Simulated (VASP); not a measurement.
Runs of VASP 6.6.1 on SiC (Moissanite 6H). The structure is that of space group P6_3mc (No. 186), or close to it. The cells are those of the table. 

```tsv
level	potentials or basis	cell	gap on the mesh (eV)	pressure (GPa)
PBE	VASP PAW PBE potentials, release 64 (Si, C)	a = 3.095, b = 3.095, c = 15.186 Å, angles 90.0, 90.0, 120.0°, 12 atoms	2.03	0.0
LDA	VASP PAW LDA potentials, release 64 (Si, C)	a = 3.059, b = 3.059, c = 15.011 Å, angles 90.0, 90.0, 120.0°, 12 atoms	(c)	0.4
r2SCAN	VASP PAW PBE potentials, release 64 (Si, C)	a = 3.078, b = 3.078, c = 15.108 Å, angles 90.0, 90.0, 120.0°, 12 atoms	(a)	(b)
PBEsol	VASP PAW PBE potentials, release 64 (Si, C)	a = 3.079, b = 3.079, c = 15.107 Å, angles 90.0, 90.0, 120.0°, 12 atoms	1.91	0.3
```

Alike in all rows: task single point; no spin polarisation; k mesh 12 × 12 × 2; cutoff (eV) 520; smearing fermi-dirac 0.02 eV.

Problem. Estimate the missing entries.

Solution. (a) 2.40; (b) -0.2; (c) 1.97.

Caveats: the PAW data sets were made with another functional, which shifts forces and pressure a little (some runs).

A k mesh can miss the band edges.
